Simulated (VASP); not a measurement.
# BN: single point with PBE

Crystal: BN.

```xyz
16
Lattice="-1.2812 -2.2191 4.2409 -1.2812 -2.2191 -4.2409 5.1248 0.0000 0.0000" Properties=species:S:1:pos:R:3 pbc="T T T"
B    -1.3528   -3.6909    0.0205
B     1.2631   -3.7254   -0.0355
B     0.0328   -1.4838   -0.0136
B     2.6048   -1.4806    0.0113
B     2.5956   -2.9660   -2.0851
B     0.0123   -2.9000   -2.1102
B     2.5579   -2.9008    2.0955
B     0.0226   -3.0095    2.1071
N     0.0273   -1.4807    2.6717
N     2.5334   -1.4272    2.6263
N     0.0054   -1.4547   -1.6036
N     2.5905   -1.4762   -1.5189
N     3.8883   -0.7467    0.5519
N     1.2712   -0.7091    0.5202
N     2.4817   -2.8943    0.5485
N     0.0214   -3.0102    0.5603
```

This cell differs from its parent crystal: dynamics (nvt langevin) at 450 K, volume x 1.01, from the last frame before.

```yaml
Program: VASP 6.6.1
Task: single point
Functional: PBE
Potentials_or_basis: VASP PAW PBE potentials, release 64 (B, N)
Cutoff: 520 eV
k_mesh: 2 × 2 × 2, shifted
Occupations: fermi-dirac, width 0.0388 eV
Spin: no spin polarisation
Dipole_correction: no
Further_INCAR_settings: LREAL = Auto; ALGO = Normal; EDIFF = 1e-07; NBANDS = 46
```

| Property | Result |
| --- | --- |
| Pressure | -2.8 GPa |
| Largest force | 2.557 eV/Å |
| Band gap on the k mesh | 5.97 eV |

Forces in eV/Å, atoms in the order of the input:
```
B    1.616  0.051 -0.315
B   -0.070  0.680  1.046
B   -0.254 -0.155  0.794
B   -0.961  1.163  0.304
B    0.099  0.540 -0.465
B   -1.052 -0.940 -0.641
B   -0.568 -0.721  0.950
B    0.297  1.329  0.963
N   -0.809  0.047 -0.178
N    1.428 -1.009  0.818
N   -0.050  0.198  0.340
N    0.107 -0.109 -2.164
N   -0.460 -0.041 -0.472
N    0.073 -0.314  0.592
N    1.743 -1.812 -0.469
N   -1.139  1.092 -1.103
```

Stress tensor (GPa, compression positive):
```
-3.68  1.51  0.05
 1.51 -2.02 -0.30
 0.05 -0.30 -2.73
```

Levels at points of the mesh, in eV from the valence-band top:
```
           k point  band 28  band 29  band 30  band 31  band 32  band 33  band 34  band 35  band 36  band 37
(0.25, 0.25, 0.25)    -1.97    -1.88    -1.68    -1.54    -1.38     8.08     8.28     9.07     9.15     9.38
```

Wall time 26 s on 1 thread of Intel(R) Xeon(R) 6975P-C (Granite Rapids) (shared host), peak memory 0.23 GiB.

Caveat: the k points lie up to 0.80 Å⁻¹ apart; the atoms stand as in a frame of molecular dynamics; a shifted mesh leaves out Γ, where band edges can lie; forces of over 1 eV/Å act on the atoms, so gaps and moduli don't describe the material at rest. A k mesh can miss the band edges.
